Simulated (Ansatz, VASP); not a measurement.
**Two plane-wave programs on Si5PdW**

```
Si Pd W
1.0
     3.80855    0.00000    0.00000
     0.00000    3.80855    0.00000
     0.00000    0.00000    7.24397
Si Pd W
5 1 1
Direct
  0.50000 0.00000 0.76373
  0.50000 0.00000 0.23627
  0.00000 0.50000 0.76373
  0.00000 0.50000 0.23627
  0.00000 0.00000 0.50000
  0.00000 0.00000 0.00000
  0.50000 0.50000 0.50000
```

Alike in both runs: functional PBE; k mesh 8 × 8 × 4; occupations gaussian, width 0.1 eV; no spin polarisation.

Ansatz relaxed the structure, and its values are those at the end. VASP's run is a single point on that final structure, the one shown.

```csv
,VASP,Ansatz
version,VASP 6.6.1,Ansatz 0.2.0
potentials or method,"VASP PAW PBE potentials, release 64 (Si, Pd, W_sv), cutoff 520 eV","scalar-relativistic, plane waves, PAW"
valence electrons in the cell,44,52
```

|  | VASP | Ansatz | Ansatz less VASP |
| --- | --- | --- | --- |
| gap on the k mesh at the Fermi level (eV) | none | none | - |
| pressure (GPa) | 0.0 | 0.0 | -0.01 |

A gap of «none» marks a metal or a gap that the smearing closes. The functional is the same, so the differences come from potentials, cutoffs and numerics. VASP's potentials hold 44 valence electrons a cell and Ansatz's 52, so a difference there can come from the potentials and not from the codes.

Neither program's run includes spin-orbit coupling.
